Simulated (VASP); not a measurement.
Here is a VASP 6.6.1 calculation.

The input INCAR:

```
PREC = Accurate
ENCUT = 520
EDIFF = 1E-6
ISMEAR = 0
SIGMA = 0.15
LREAL = F
LASPH = T
NELM = 100
ALGO = Normal
ISIF = 2
LWAVE = F
LCHARG = T
GGA = PE
LELF = T
LVHAR = T
NBANDS = 21
```

KPOINTS

```
Automatic mesh
0
Gamma
  18 18 10
```

Contents of POSCAR:

```
Ru
1.0
    2.6563000000      0.0000000000      0.0000000000
   -1.3281500000      2.3004232801      0.0000000000
    0.0000000000      0.0000000000      4.2966597850
Ru
2
Direct
    0.3333333333      0.6666666667      0.2500000000
    0.6666666667      0.3333333333      0.7500000000
```

Potentials or basis: VASP PAW PBE potentials, release 64 (Ru_pv).

Run with:

```bash
$ cat potpaw_PBE.64/Ru_pv/POTCAR > POTCAR
$ mpirun -np 1 vasp_std > vasp.out
```

(1) What does it give for the band gap on the k mesh?

(2) Predict the pressure.

Results:

(1) zero (bands 14 and 15 overlap by 3.26 eV).

(2) 16.5 GPa.

Caveat: the cell stands under pressure.
